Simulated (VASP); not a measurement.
# MgO (Amm2) in VASP: further runs

Runs on MgO. Level: PBEsol. Tasks: single point.

Everything below comes from runs of VASP 6.6.1. Logs are shortened: lines on timing, memory, paths and dates and some standing lists are left out, and cuts for length are marked.

## Step 1: The cell of the first run

The structure is orthorhombic, space group Amm2 (No. 38). Conventional cell: a = 4.215 Å, b = 5.961 Å, c = 5.961 Å, α = 90.00°, β = 90.00°, γ = 90.00°. Mg (site symmetry mm2) has 6 O at 1.96 to 2.26 Å within 2.6 Å. Within 2.8 Å of Mg (site symmetry mm2) lie 6 O at 2.11 Å and 1 Mg at 2.77 Å. Within 3.1 Å of Mg (site symmetry m) lie 6 O at 2.11 Å and 12 Mg at 2.88 to 3.09 Å. O (site symmetry m) has 6 Mg at 1.96 to 2.26 Å within 2.6 Å. Within 2.8 Å of O (site symmetry mm2) lie 6 Mg at 2.11 to 2.12 Å. Within 2.8 Å of O (site symmetry mm2) lie 6 Mg at 2.11 Å.

## Step 2: Single point, PBEsol (atom 1 (Mg) moved by -0.212 Å along [1 1 0] and +0.000 Å along [0 0 1])

File INCAR:

```
SYSTEM = MgO
PREC = Accurate ; ENCUT = 520
EDIFF = 1E-7 ; ISMEAR = 0
SIGMA = 0.05 ; LREAL = .FALSE.
LASPH = .TRUE. ; NELM = 100
ALGO = Normal ; ISIF = 2
LWAVE = .FALSE. ; LCHARG = .FALSE.
GGA = PS ; NBANDS = 26
```

File KPOINTS:

```
Automatic mesh
0
G
  6 6 6
  0 0 0
```

File POSCAR:

```
MgO
1.0
    4.2149416169      0.0000000000      0.0000000000
    0.0000000000     -4.2149416169      0.0000000000
    0.0000000000      0.0000000000     -4.2149416169
Mg O
4 4
Direct
   -0.0355655312      0.0355655312      0.0000000000
    0.5000000000      0.5000000000      0.0000000000
    0.5000000000      0.0000000000      0.5000000000
    0.0000000000      0.5000000000      0.5000000000
    0.5000000000      0.0000000000      0.0000000000
    0.0000000000      0.5000000000      0.0000000000
    0.0000000000      0.0000000000      0.5000000000
    0.5000000000      0.5000000000      0.5000000000
```

Potentials or basis: VASP PAW PBE potentials, release 64 (Mg, O).

Command:

```
$ cat potpaw_PBE.64/Mg/POTCAR potpaw_PBE.64/O/POTCAR > POTCAR
$ mpirun -np 1 vasp_std > vasp.out
```

OUTCAR:

```text
SYSTEM = MgO
   PREC = Accurate
   ENCUT = 520
   EDIFF = 1E-7
   ISMEAR = 0
   LREAL = .FALSE.
   LASPH = .TRUE.
   NELM = 100
   ISIF = 2
   GGA = PS

 ion  position               nearest neighbor table
   1  0.964  0.036  0.000-   5 1.96   6 1.96   7 2.12   7 2.12   5 2.26   6 2.26   2 2.77   3 2.88
                             4 2.88   4 2.88   3 2.88   2 2.99   2 2.99   3 3.09   4 3.09   3 3.09
   2  0.500  0.500  0.000-   5 2.11   6 2.11   8 2.11   8 2.11   5 2.11   6 2.11   1 2.77   4 2.98
                             4 2.98   3 2.98   3 2.98   3 2.98   4 2.98   3 2.98   4 2.98   1 2.99
   3  0.500  0.000  0.500-   5 2.11   7 2.11   8 2.11   5 2.11   8 2.11   7 2.11   1 2.88   1 2.88
                             2 2.98   2 2.98   4 2.98   4 2.98   2 2.98   4 2.98   2 2.98   4 2.98
   4  0.000  0.500  0.500-   6 2.11   7 2.11   8 2.11   6 2.11   7 2.11   8 2.11   1 2.88   1 2.88
                             2 2.98   3 2.98   3 2.98   2 2.98   3 2.98   2 2.98   2 2.98   3 2.98
   5  0.500  0.000  0.000-   1 1.96   2 2.11   3 2.11   3 2.11   2 2.11   1 2.26
   6  0.000  0.500  0.000-   1 1.96   2 2.11   4 2.11   4 2.11   2 2.11   1 2.26
   7  0.000  0.000  0.500-   3 2.11   4 2.11   4 2.11   3 2.11   1 2.12   1 2.12
   8  0.500  0.500  0.500-   2 2.11   3 2.11   4 2.11   2 2.11   3 2.11   4 2.11

  LATTYP: Found a simple cubic cell.
 ALAT       =     4.2149416169

  Lattice vectors:

 A1 = (   4.2149416169,   0.0000000000,   0.0000000000)
 A2 = (   0.0000000000,  -4.2149416169,   0.0000000000)
 A3 = (   0.0000000000,   0.0000000000,  -4.2149416169)

Analysis of symmetry for initial positions (statically):
=====================================================================
 Subroutine PRICEL returns:
 Original cell was already a primitive cell.

 Routine SETGRP: Setting up the symmetry group for a
 simple cubic supercell.

 Subroutine GETGRP returns: Found  4 space group operations
 (whereof  4 operations were pure point group operations)
 out of a pool of 48 trial point group operations.

The static configuration has the point symmetry C_2v.

Analysis of symmetry for dynamics (positions and initial velocities):
=====================================================================
 Subroutine PRICEL returns:
 Original cell was already a primitive cell.

 Routine SETGRP: Setting up the symmetry group for a
 simple cubic supercell.

 Subroutine GETGRP returns: Found  4 space group operations
 (whereof  4 operations were pure point group operations)
 out of a pool of 48 trial point group operations.

The dynamic configuration has the point symmetry C_2v.

 Subroutine INISYM returns: Found  4 space group operations
[... 111 lines left out ...]
   EDIFFG = 0.1E-05   stopping-criterion for IOM
   NSW    =      0    number of steps for IOM
   IBRION =     -1    ionic relax: 0-MD 1-quasi-New 2-CG
   NFREE  =      0    steps in history (QN), initial steepest desc. (CG)
   ISIF   =      2    stress and relaxation
   ISYM   =      2    0-nonsym 1-usesym 2-fastsym
   POTIM  = 0.5000    time-step for ionic-motion
   TEBEG  =    0.0;   TEEND  =   0.0 temperature during run
   PSTRESS=    0.0 pullay stress
   NELECT =      32.0000    total number of electrons
   NUPDOWN=      -1.0000    fix difference up-down
   EMIN   =  10.00;   EMAX   =-10.00  energy-range for DOS
   EFERMI =   0.00;   METHOD = LEGACY
   ISMEAR =     0;   SIGMA  =   0.05  broadening in eV -4-tet -1-fermi 0-gaus
   EFERMI_NEDOS =   21; number of points for ismear=-14 and -15
   IALGO  =     38    algorithm
   IMIX   =      4    mixing-type and parameters
     AMIX     =   0.40;   BMIX     =  1.00
     AMIX_MAG =   1.60;   BMIX_MAG =  1.00
  volume/ion in A,a.u.               =       9.36        63.17
  Fermi-wavevector in a.u.,A,eV,Ry     =   1.233105  2.330230 20.688298  1.520547
  Thomas-Fermi vector in A             =   2.367848
   LORBIT       =      0    0 simple, 1 ext, 2 COOP (PROOUT), +10 PAW based schemes
   GGA     = PS    functional components
   LHFCALC =     F    Hartree Fock is set to
   AEXX    =    0.0000 exact exchange contribution
   IVDW    =     0    specifies the selected vdW correction
   LEPSILON=     F    determine dielectric tensor
   LRPA    =     F    only Hartree local field effects (RPA)
 non-spin polarized calculation
 Gauss-broadening in eV      SIGMA  =   0.05
  energy-cutoff  :      520.00
  volume of cell :       74.88
 maximum number of plane-waves:      2040
   NGX = 15   NGY = 15   NGZ = 15

 number of electron      31.9999987 magnetization

 Free energy of the ion-electron system (eV)
  ---------------------------------------------------
  ext. energy  EPLUGINS =         0.00000000
  ---------------------------------------------------
  free energy    TOTEN  =       -49.82513065 eV

  energy without entropy =      -49.82513065  energy(sigma->0) =      -49.82513065

 E-fermi :   3.2481     XC(G=0): -11.2947

 val. band max:        3.0431883022   @ k =   0.0000   0.0000   0.0000
 cond. band min:       7.6519084930   @ k =   0.0000   0.0000   0.0000
 fundamental gap:      4.6087201908
 Fermi energy:         3.2480742560

 k-point     1 :       0.0000    0.0000    0.0000
  band No.  band energies     occupation
      1     -14.1545      2.00000
      2     -12.6036      2.00000
      3     -12.5940      2.00000
      4     -12.5539      2.00000
      5      -1.0934      2.00000
      6      -1.0927      2.00000
[... 685 lines left out ...]
     25      16.4907      0.00000
     26      16.9110      0.00000

 [... further k-points ...]
[... 5 lines left out ...]
  --------------------------------------------------------------------------------------
  -------------------------------------------------------------------------------------
  Total        0.6406969      0.6406969     -0.2326698     -0.0361467      0.0000000      0.0000000
  in kB       13.7084559     13.7084559     -4.9782410     -0.7734013      0.0000000      0.0000000
  external PRESSURE =       7.4795569 kB  Pullay stress =       0.0000000 kB

 VOLUME and BASIS-vectors are now :
 -----------------------------------------------------------------------------
  energy-cutoff  :      520.00
  volume of cell :       74.88
      direct lattice vectors                 reciprocal lattice vectors
     4.214941617  0.000000000  0.000000000     0.237251210  0.000000000  0.000000000
     0.000000000 -4.214941617  0.000000000     0.000000000 -0.237251210  0.000000000
     0.000000000  0.000000000 -4.214941617     0.000000000  0.000000000 -0.237251210

 POSITION                                       TOTAL-FORCE (eV/Angst)
 -----------------------------------------------------------------------------------
      4.06503     -0.14991      0.00000         1.539409      1.539409      0.000000
      2.10747     -2.10747      0.00000        -0.404631     -0.404631      0.000000
      2.10747      0.00000     -2.10747        -0.378391      0.115781      0.000000
      0.00000     -2.10747     -2.10747         0.115781     -0.378391      0.000000
      2.10747      0.00000      0.00000        -0.499370     -0.194688      0.000000
      0.00000     -2.10747      0.00000        -0.194688     -0.499370      0.000000
      0.00000      0.00000     -2.10747        -0.223114     -0.223114      0.000000
      2.10747     -2.10747     -2.10747         0.045004      0.045004      0.000000
 -----------------------------------------------------------------------------------
    total drift:                                0.000198      0.000198      0.000000

  FREE ENERGIE OF THE ION-ELECTRON SYSTEM (eV)
  ---------------------------------------------------
  free  energy   TOTEN  =       -49.8251306516 eV

  energy  without entropy=      -49.8251306516  energy(sigma->0) =      -49.82513065
```

OSZICAR:

```text
N       E                     dE             d eps       ncg     rms          rms(c)
DAV:   1     0.136729322039E+03    0.13673E+03   -0.15744E+04  2784   0.112E+03
DAV:   2    -0.465635811517E+02   -0.18329E+03   -0.17555E+03  3630   0.244E+02
DAV:   3    -0.553815940527E+02   -0.88180E+01   -0.87809E+01  3432   0.529E+01
DAV:   4    -0.554289992832E+02   -0.47405E-01   -0.47382E-01  3068   0.447E+00
DAV:   5    -0.554292092249E+02   -0.20994E-03   -0.20993E-03  3142   0.303E-01    0.134E+01
DAV:   6    -0.499653004366E+02    0.54639E+01   -0.17268E+01  2842   0.256E+01    0.435E+00
DAV:   7    -0.498816331165E+02    0.83667E-01   -0.28012E-01  2762   0.374E+00    0.266E+00
DAV:   8    -0.498278607574E+02    0.53772E-01   -0.10842E-01  2830   0.314E+00    0.519E-01
DAV:   9    -0.498249735039E+02    0.28873E-02   -0.70904E-03  3304   0.616E-01    0.134E-01
DAV:  10    -0.498251206656E+02   -0.14716E-03   -0.59716E-04  2866   0.157E-01    0.231E-02
DAV:  11    -0.498251316799E+02   -0.11014E-04   -0.22609E-05  3354   0.333E-02    0.123E-02
DAV:  12    -0.498251305401E+02    0.11398E-05   -0.62900E-06  2904   0.198E-02    0.519E-03
DAV:  13    -0.498251306750E+02   -0.13490E-06   -0.14268E-06  3132   0.826E-03    0.165E-03
DAV:  14    -0.498251306516E+02    0.23433E-07   -0.70207E-08  1500   0.256E-03
   1 F= -.49825131E+02 E0= -.49825131E+02  d E =-.100715E-10
```

stdout:

```text
POSCAR found type information on POSCAR MgO
 POSCAR found :  2 types and       8 ions
 scaLAPACK will be used
 -----------------------------------------------------------------------------
|                                                                             |
|                                                                             |
|     You enforced a specific xc type in the INCAR file but a different       |
|     I HOPE YOU KNOW WHAT YOU ARE DOING!                                     |
|                                                                             |
 -----------------------------------------------------------------------------

 LDA part: xc-table for (Slater+PW92), standard interpolation
 POSCAR, INCAR and KPOINTS ok, starting setup
 FFT: planning ... GRIDC
 FFT: planning ... GRID_SOFT
 FFT: planning ... GRID
 WAVECAR not read
 entering main loop
```

Run time: 31 s. Hardware: 1 thread of Intel Xeon 6975P-C (Granite Rapids), shared host; peak memory 0.21 GiB.

What came out:

* Free energy: -49.8251 eV
* Pressure: 0.7 GPa
* Largest force: 2.177 eV/Å
* Band gap on the k mesh: 4.61 eV

Forces in eV/Å, atoms in the order of the input:
```
Mg   1.539  1.539  0.000
Mg  -0.405 -0.405  0.000
Mg  -0.378  0.116  0.000
Mg   0.116 -0.378  0.000
O   -0.499 -0.195  0.000
O   -0.195 -0.499  0.000
O   -0.223 -0.223  0.000
O    0.045  0.045  0.000
```

Levels at points of the mesh, in eV from the valence-band top:
```csv
k point,band 14,band 15,band 16,band 17,band 18,band 19
"(0.00, 0.00, 0.00)",-0.02,0.00,0.00,4.61,8.88,8.93
"(0.50, 0.00, 0.00)",-0.77,-0.73,-0.72,7.87,8.02,10.72
"(0.00, 0.00, 0.50)",-0.74,-0.74,-0.73,7.96,7.97,10.86
"(0.50, 0.50, 0.00)",-0.66,-0.65,-0.62,9.18,9.33,9.35
"(0.00, 0.50, 0.50)",-0.68,-0.66,-0.62,9.25,9.28,9.39
"(0.50, 0.50, 0.50)",-0.64,-0.63,-0.61,7.69,7.73,7.74
```

Caveat: the cell differs from its parent crystal (atom 1 (Mg) moved by -0.212 Å along [1 1 0] and +0.000 Å along [0 0 1]); the PAW data sets were made with another functional, which shifts forces and pressure a little.

## Step 3: Single point, PBEsol (atom 1 (Mg) moved by -0.424 Å along [1 1 0] and +0.000 Å along [0 0 1])

File INCAR:

```
PREC     = Accurate       # precision mode
ENCUT    = 520            # plane-wave cutoff, eV
EDIFF    = 1E-6           # SCF threshold, eV
ISMEAR   = 0              # smearing method
SIGMA    = 0.05           # smearing width, eV
LREAL    = F              # projectors in reciprocal space
LASPH    = T              # aspherical terms in the spheres
NELM     = 60             # most SCF steps
ALGO     = Normal         # electronic algorithm
ISIF     = 2              # what is computed and relaxed
LWAVE    = F              # write WAVECAR
LCHARG   = T              # write CHGCAR
GGA      = PS             # functional
LELF     = T              # ELF
LVHAR    = T            
NBANDS   = 26             # bands
```

File KPOINTS:

```
regular mesh
0
Gamma
  6 6 6
```

Edit POSCAR of step 2 so:

```diff
@@ -8,3 +8,3 @@
 Direct
-   -0.0355655312      0.0355655312      0.0000000000
+   -0.0711310624      0.0711310624      0.0000000000
     0.5000000000      0.5000000000      0.0000000000
```

Potentials or basis: VASP PAW PBE potentials, release 64 (Mg, O).

Command:

```
$ cat potpaw_PBE.64/Mg/POTCAR potpaw_PBE.64/O/POTCAR > POTCAR
$ mpirun -np 1 vasp_std > vasp.out
```

Run time: 35 s. Hardware: 1 thread of Intel Xeon 6975P-C (Granite Rapids), shared host; peak memory 0.21 GiB.

It converged, with:

* Free energy: -49.0810 eV
* Pressure: 4.9 GPa
* Largest force: 4.990 eV/Å
* Band gap on the k mesh: 4.58 eV

Forces in eV/Å, atoms in the order of the input:
```
Mg   3.529  3.529  0.000
Mg  -0.951 -0.951  0.000
Mg  -0.735  0.251  0.000
Mg   0.251 -0.735  0.000
O   -1.529 -0.206  0.000
O   -0.206 -1.529  0.000
O   -0.459 -0.459  0.000
O    0.101  0.101  0.000
```

Stress tensor (GPa, compression positive):
```
 7.42 -0.95  0.00
-0.95  7.42  0.00
 0.00  0.00 -0.12
```

Levels at points of the mesh, in eV from the valence-band top:
```tsv
k point	band 13	band 14	band 15	band 16	band 17	band 18	band 19	band 20
(0.00, 0.00, 0.00)	-1.29	-0.05	-0.01	0.00	4.59	8.79	8.88	9.08
(0.50, 0.00, 0.00)	-0.83	-0.82	-0.68	-0.66	7.72	8.05	10.41	11.00
(0.00, 0.00, 0.50)	-0.87	-0.72	-0.72	-0.69	7.94	7.97	10.56	10.66
(0.50, 0.50, 0.00)	-0.84	-0.65	-0.62	-0.52	8.93	9.30	9.37	9.63
(0.00, 0.50, 0.50)	-0.75	-0.73	-0.65	-0.49	9.12	9.14	9.45	9.53
(0.50, 0.50, 0.50)	-0.62	-0.59	-0.52	-0.46	7.56	7.72	7.77	7.86
```

Caveat: the cell differs from its parent crystal (atom 1 (Mg) moved by -0.424 Å along [1 1 0] and +0.000 Å along [0 0 1]); the stress differs along the axes, from -0 to 7 GPa; the PAW data sets were made with another functional, which shifts forces and pressure a little.
